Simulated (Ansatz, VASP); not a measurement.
## SnSe in VASP and in Ansatz

```
Sn Se
1.0
     0.00000    2.94980    3.01000
     2.94980    0.00000    3.01000
     2.94980    2.94980    0.00000
Sn Se
1 1
Cartesian
  0.0000 0.0000 0.0000
  2.9498 2.9498 3.0100
```

Change from the starting cell: equal xx and yy strain of -2 %, crystal datasets.

Alike in both runs: task electric field gradients; functional LDA; k mesh 9 × 9 × 9; occupations fermi-dirac, width 0.02 eV; no spin polarisation.

|  | VASP | Ansatz |
| --- | --- | --- |
| version | VASP 6.6.1 | Ansatz 0.2.0 |
| potentials or method | VASP PAW LDA potentials, release 64 (Sn_d, Se), cutoff 520 eV | all-electron PAW with datasets made for the crystal, scalar-relativistic |

VASP gave:

* pressure (GPa): -1.1
* traceless stress, the component that is largest in VASP (GPa): -1.73
* size of Vzz on the site where it differs most (V/Å²): 29.3

Estimate Ansatz's values.

pressure (GPa): -1.2; traceless stress, the component that is largest in VASP (GPa): -1.71; size of Vzz on the site where it differs most (V/Å²): 30.1.

LDA's correlation is that of Perdew and Zunger in VASP and of Perdew and Wang (1992) in Ansatz. Ansatz ran all-electron here, and VASP with PAW potentials.
